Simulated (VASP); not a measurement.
## HgTe: single point with LDA

The system is HgTe.

```
Hg Te
1.0
     0.00000    3.22185    3.22185
     3.22185    0.00000    3.22185
     3.22185    3.22185    0.00000
Hg Te
1 1
Direct
  0.00000 0.00000 0.00000
  0.50000 0.50000 0.50000
```

This cell differs from its parent crystal: volume scaled by 1.04.

```json
{
 "Program": "VASP 6.6.1",
 "Task": "single point",
 "Functional": "LDA",
 "Potentials or basis": "VASP PAW LDA potentials, release 64 (Hg, Te)",
 "Cutoff": "520 eV",
 "k mesh": "7 × 7 × 7",
 "Occupations": "fermi-dirac, width 0.05 eV",
 "Spin": "no spin polarisation",
 "Dipole correction": "no",
 "Further INCAR settings": "ALGO = Normal; EDIFF = 1e-06; NBANDS = 16"
}
```

```yaml
Pressure: -8.3 GPa
Band_gap_on_the_k_mesh: zero (band 9 reaches 2.66 eV, above the bottom of band 10 at 0.88 eV)
```

Levels at points of the mesh, in eV from the Fermi level:
```csv
k point,band 6,band 7,band 8,band 9,band 10,band 11,band 12,band 13
"(0.00, 0.00, 0.00)",-6.13,-1.62,-0.51,-0.51,-0.51,7.24,7.24,7.24
```

Wall time 20 s on 1 thread of Intel(R) Xeon(R) 6975P-C (Granite Rapids), on a shared host, peak memory 0.18 GiB.

Caveat: spin-orbit coupling is left out, which moves the levels of the heavy elements.
